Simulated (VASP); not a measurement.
Wanted: the native input for a VASP 6.6.1 run.

```
Task                   : single point
Functional             : PBE
Potentials or basis    : VASP PAW PBE potentials, release 64 (Si, C)
Cutoff                 : 520 eV
k mesh                 : 2 × 2 × 2
Occupations            : gaussian, width 0.01 eV
Spin                   : no spin polarisation
Dipole correction      : no
Further INCAR settings : LREAL = Auto; ALGO = Normal; EDIFF = 1e-06; NBANDS = 126
```

The structure of SiC lies in POSCAR:

```
SiC
1.0
    3.0919365161      5.3553911397      5.0742922929
   -6.1838730322      0.0000000000      5.0742922929
    3.0919365161     -5.3553911397      5.0742922929
Si C
24 24
Direct
    0.3331939024      0.6665272357      0.4998605691
    0.6665272357      0.9998605691      0.8331939024
    0.4998605691      0.8331939024      0.1665272357
    0.4998605691      0.3331939024      0.6665272357
    0.3331939024      0.1665272357      0.9998605691
    0.6665272357      0.4998605691      0.3331939024
    0.9998605691      0.8331939024      0.6665272357
    0.8331939024      0.6665272357      0.9998605691
    0.1665272357      0.9998605691      0.3331939024
    0.8331939024      0.1665272357      0.4998605691
    0.1665272357      0.4998605691      0.8331939024
    0.9998605691      0.3331939024      0.1665272357
    0.4998605691      0.6665272357      0.8331939024
    0.8331939024      0.9998605691      0.1665272357
    0.6665272357      0.8331939024      0.4998605691
    0.6665272357      0.3331939024      0.9998605691
    0.4998605691      0.1665272357      0.3331939024
    0.8331939024      0.4998605691      0.6665272357
    0.1665272357      0.8331939024      0.9998605691
    0.9998605691      0.6665272357      0.3331939024
    0.3331939024      0.9998605691      0.6665272357
    0.9998605691      0.1665272357      0.8331939024
    0.3331939024      0.4998605691      0.1665272357
    0.1665272357      0.3331939024      0.4998605691
    0.4584727643      0.7918060976      0.6251394309
    0.7918060976      0.1251394309      0.9584727643
    0.6251394309      0.9584727643      0.2918060976
    0.6251394309      0.4584727643      0.7918060976
    0.4584727643      0.2918060976      0.1251394309
    0.7918060976      0.6251394309      0.4584727643
    0.1251394309      0.9584727643      0.7918060976
    0.9584727643      0.7918060976      0.1251394309
    0.2918060976      0.1251394309      0.4584727643
    0.9584727643      0.2918060976      0.6251394309
    0.2918060976      0.6251394309      0.9584727643
    0.1251394309      0.4584727643      0.2918060976
    0.2918060976      0.4584727643      0.6251394309
    0.6251394309      0.7918060976      0.9584727643
    0.4584727643      0.6251394309      0.2918060976
    0.4584727643      0.1251394309      0.7918060976
    0.2918060976      0.9584727643      0.1251394309
    0.6251394309      0.2918060976      0.4584727643
    0.9584727643      0.6251394309      0.7918060976
    0.7918060976      0.4584727643      0.1251394309
    0.1251394309      0.7918060976      0.4584727643
    0.7918060976      0.9584727643      0.6251394309
    0.1251394309      0.2918060976      0.9584727643
    0.9584727643      0.1251394309      0.2918060976
```

These files were run (other wordings do the same):

INCAR

```
SYSTEM = SiC
  ALGO = Normal
  EDIFF = 1E-6
  ENCUT = 520
  GGA = PE
  ISIF = 2
  ISMEAR = 0
  LASPH = .True.
  LCHARG = .False.
  LREAL = Auto
  LWAVE = .False.
  NBANDS = 126
  NELM = 100
  PREC = Accurate
  SIGMA = 0.01
```

KPOINTS

```
k-points
0
Gamma
  2 2 2
  0 0 0
```

Potentials or basis: VASP PAW PBE potentials, release 64 (Si, C).

Launch:

```sh
$ cat potpaw_PBE.64/Si/POTCAR potpaw_PBE.64/C/POTCAR > POTCAR
$ mpirun -np 1 vasp_std > vasp.out
```

Results of the run:

The pressure is 0.0 GPa and the largest force is 0.005 eV/Å. The band gap on the k mesh is 2.75 eV.

It took 4 min on 1 thread of Intel(R) Xeon(R) Platinum 8488C (Sapphire Rapids), on a shared host, peak memory 0.55 GiB.
